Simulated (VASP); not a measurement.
Crystal: P.

```
CELL_PARAMETERS angstrom
2.38549 0.00000 0.00000
0.00000 2.38549 0.00000
0.00000 0.00000 2.57917
ATOMIC_POSITIONS crystal
P 0.00000 0.00000 0.00000
```

The cell was built from a structure type or drawn by symmetry, and may not be a known phase.

* Program: VASP 6.6.1
* Task: relaxation of cell and atoms
* Functional: PBE
* Potentials or basis: VASP PAW PBE potentials, release 64 (P)
* Cutoff: 600 eV
* k mesh: 8 × 8 × 6
* Occupations: gaussian, width 0.1 eV
* Spin: no spin polarisation

At the start: pressure 0.1 GPa; volume 14.68 Å³/atom.

**Question.** Where does the relaxation end?

**Answer.** Over 10 steps the energy falls by 73.7 meV/atom and the volume is 14.74 Å³/atom (+0.5 %); space group P4/mmm (No. 123, to 0.1 Å) before and after.

Step by step:
```tsv
step	energy change (eV)	largest force (eV/Å)	pressure (GPa)	volume (Å³)
1	0.0000	0.0000	0.13	14.68
2	-0.0391	0.0000	-1.06	14.69
3	-0.0521	0.0000	2.48	14.62
4	-0.0514	0.0000	-0.56	14.68
5	-0.0723	0.0000	0.71	14.66
6	-0.0704	0.0000	1.40	14.64
7	-0.0734	0.0000	0.94	14.65
8	-0.0733	0.0000	1.02	14.65
9	-0.0724	0.0000	-1.22	14.91
10	-0.0737	0.0000	0.18	14.74
```

Final structure:
```xyz
1
Lattice="2.4964 0.0000 0.0000 0.0000 2.4964 0.0000 0.0000 0.0000 2.3660" Properties=species:S:1:pos:R:3 pbc="T T T"
P     0.0000    0.0000    0.0000
```

Caveat: the k points lie up to 0.44 Å⁻¹ apart in the final cell, too coarse for converged energies and pressures of a metal.
